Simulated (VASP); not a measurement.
# ZrH (P4_2/mmc) in VASP: notebook, part 2 of 2

VASP 6.6.1. Earlier steps stand in the parts before.

### Step 3. Relaxation of cell and atoms, PBEsol

This run uses another cell than the first one, of 13.01 Å³/atom, 1.024 times its volume.

INCAR

```
PREC = Accurate
ENCUT = 600
EDIFF = 1E-6
ISMEAR = -1
SIGMA = 0.08
LREAL = F
LASPH = T
NELM = 60
ALGO = Normal
ISIF = 3
LWAVE = F
LCHARG = F
GGA = PS
IBRION = 2
NSW = 100
EDIFFG = -0.002
```

KPOINTS

```
regular mesh
0
Gamma
  10 10 8
```

POSCAR

```
ZrH
1.0
    3.2427916985      0.0000000000      0.0000000000
    0.0000000000      3.2427916985      0.0000000000
    0.0000000000      0.0000000000      4.9480000000
Zr H
2 2
Direct
    0.0000000000      0.5000000000      0.0000000000
    0.5000000000      0.0000000000      0.5000000000
    0.0000000000      0.0000000000      0.7500000000
    0.0000000000      0.0000000000      0.2500000000
```

Potentials or basis: VASP PAW PBE potentials, release 64 (Zr_sv, H).

Launch:

```
$ cat potpaw_PBE.64/Zr_sv/POTCAR potpaw_PBE.64/H/POTCAR > POTCAR
$ mpirun -np 1 vasp_std > vasp.out
```

OUTCAR:

```text
PREC = Accurate
   ENCUT = 600
   EDIFF = 1E-6
   ISMEAR = -1
   LREAL = F
   LASPH = T
   NELM = 60
   ISIF = 3
   GGA = PS
   IBRION = 2
   NSW = 100
   EDIFFG = -0.002

 ion  position               nearest neighbor table
   1  0.000  0.500  0.000-   3 2.04   4 2.04   3 2.04   4 2.04   2 3.37   2 3.37   2 3.37   2 3.37
                             2 3.37   2 3.37   2 3.37   2 3.37
   2  0.500  0.000  0.500-   3 2.04   4 2.04   3 2.04   4 2.04   1 3.37   1 3.37   1 3.37   1 3.37
                             1 3.37   1 3.37   1 3.37   1 3.37
   3  0.000  0.000  0.750-   1 2.04   2 2.04   1 2.04   2 2.04
   4  0.000  0.000  0.250-   1 2.04   2 2.04   1 2.04   2 2.04

  LATTYP: Found a simple tetragonal cell.
 ALAT       =     3.2427916985
 C/A-ratio  =     1.5258457712

  Lattice vectors:

 A1 = (   3.2427916985,   0.0000000000,   0.0000000000)
 A2 = (   0.0000000000,   3.2427916985,   0.0000000000)
 A3 = (   0.0000000000,   0.0000000000,   4.9480000000)

Analysis of symmetry for initial positions (statically):
=====================================================================
 Subroutine PRICEL returns:
 Original cell was already a primitive cell.

 Routine SETGRP: Setting up the symmetry group for a
 simple tetragonal supercell.

 Subroutine GETGRP returns: Found 16 space group operations
 (whereof  8 operations were pure point group operations)
[... 278 lines left out ...]
  ---------------------------------------------------
  free  energy   TOTEN  =       -26.6798453958 eV

  energy  without entropy=      -26.6359021642  energy(sigma->0) =      -26.65787378

[... ionic steps 4 to 10 ...]

--------------------------------------- Ionic step       11  -------------------------------------------

 number of electron      26.0000002 magnetization

------------------------ aborting loop because EDIFF is reached ----------------------------------------
[... 71 lines left out ...]
--------------------------------------- Ionic step       13  -------------------------------------------

 number of electron      26.0000002 magnetization

 Free energy of the ion-electron system (eV)
  ---------------------------------------------------
  ext. energy  EPLUGINS =         0.00000000
  ---------------------------------------------------
  free energy    TOTEN  =       -26.68403918 eV

  energy without entropy =      -26.64096248  energy(sigma->0) =      -26.66250083

 E-fermi :   8.3230     XC(G=0): -11.2648

 val. band max:        8.3016026565   @ k =   0.5000   0.1000   0.5000
 cond. band min:       8.3246965830   @ k =   0.1000   0.0000   0.1250
 fundamental gap:      0.0230939266
 Fermi energy:         8.3230088180

 k-point     1 :       0.0000    0.0000    0.0000
  band No.  band energies     occupation
      1     -40.4037      2.00000
      2     -40.2920      2.00000
      3     -18.8447      2.00000
      4     -18.2653      2.00000
      5     -18.2653      2.00000
      6     -18.0971      2.00000
[... 457 lines left out ...]
      4     -18.4573      2.00000
      5     -18.2848      2.00000
      6     -18.2286      2.00000
[... 9 lines left out ...]
     16      10.7350      0.00000
     17      11.3275      0.00000

 [... further k-points ...]
[... 5 lines left out ...]
  --------------------------------------------------------------------------------------
  -------------------------------------------------------------------------------------
  Total        0.0061756      0.0061756      0.0003814      0.0000000      0.0000000      0.0000000
  in kB        0.1945661      0.1945661      0.0120153      0.0000000      0.0000000      0.0000000
  external PRESSURE =       0.1337159 kB  Pullay stress =       0.0000000 kB
[... 19 lines left out ...]
  FREE ENERGIE OF THE ION-ELECTRON SYSTEM (eV)
  ---------------------------------------------------
  free  energy   TOTEN  =       -26.6840391827 eV

  energy  without entropy=      -26.6409624781  energy(sigma->0) =      -26.66250083

 reached required accuracy - stopping structural energy minimisation
```

CONTCAR:

```text
ZrH
   1.00000000000000
     3.1883312649326965   -0.0000000000000000    0.0000000000000000
     0.0000000000000000    3.1883312649326965    0.0000000000000000
     0.0000000000000000    0.0000000000000000    5.0026053021293038
  Zr              H
     2     2
Direct
     0.0000000000000000    0.5000000000000000    0.0000000000000000
     0.5000000000000000    0.0000000000000000    0.5000000000000000
     0.0000000000000000    0.0000000000000000    0.7500000000000000
     0.0000000000000000    0.0000000000000000    0.2500000000000000

  0.00000000E+00  0.00000000E+00  0.00000000E+00
  0.00000000E+00  0.00000000E+00  0.00000000E+00
  0.00000000E+00  0.00000000E+00  0.00000000E+00
  0.00000000E+00  0.00000000E+00  0.00000000E+00
```

Wall time 3.9 min (1 thread of AMD EPYC 9R45 (Zen 5), shared host); peak memory 0.22 GiB.

Results:

* Free energy: -26.6840 eV
* Relaxed volume: 12.71 Å³/atom
* Relaxed cell: a = 3.188 Å, b = 3.188 Å, c = 5.003 Å, α = 90.00°, β = 90.00°, γ = 90.00°
* Space group after relaxing (to 0.05 Å): P4_2/mmc (No. 131)
* Energy gained by relaxing: 3.6 meV/atom
* Ionic steps: 13
* Pressure after relaxing: 0.0 GPa
* Band gap on the k mesh: zero (band 13 reaches 8.56 eV, above the bottom of band 14 at 7.69 eV)

The path:
| step | energy change (eV) | largest force (eV/Å) | pressure (GPa) | volume (Å³) |
| --- | --- | --- | --- | --- |
| 1 | 0.0000 | 0.0000 | -2.42 | 52.03 |
| 2 | -0.0097 | 0.0000 | 0.94 | 50.56 |
| 3 | -0.0102 | 0.0000 | 0.29 | 50.84 |
| 4 | -0.0125 | 0.0000 | 0.22 | 50.84 |
| 5 | -0.0144 | 0.0000 | 0.06 | 50.84 |
| 6 | -0.0144 | 0.0000 | 0.05 | 50.84 |
| 7 | -0.0144 | 0.0000 | 0.04 | 50.84 |
| 8 | -0.0144 | 0.0000 | 0.02 | 50.88 |
| 9 | -0.0144 | 0.0000 | -0.14 | 50.92 |
| 10 | -0.0144 | 0.0000 | -0.06 | 50.89 |
| 11 | -0.0144 | 0.0000 | -0.05 | 50.88 |
| 12 | -0.0144 | 0.0000 | -0.06 | 50.88 |
| 13 | -0.0144 | 0.0000 | 0.01 | 50.85 |

Final structure:
```yaml
crystal:
  lattice:
    - [3.18833, 0.00000, 0.00000]
    - [0.00000, 3.18833, 0.00000]
    - [0.00000, 0.00000, 5.00261]
  atoms:
    - { symbol: Zr, position: [0.00000, 0.50000, 0.00000] }
    - { symbol: Zr, position: [0.50000, 0.00000, 0.50000] }
    - { symbol: H, position: [0.00000, 0.00000, 0.75000] }
    - { symbol: H, position: [0.00000, 0.00000, 0.25000] }
```

Caveat: the PAW data sets were made with another functional, which shifts forces and pressure a little.
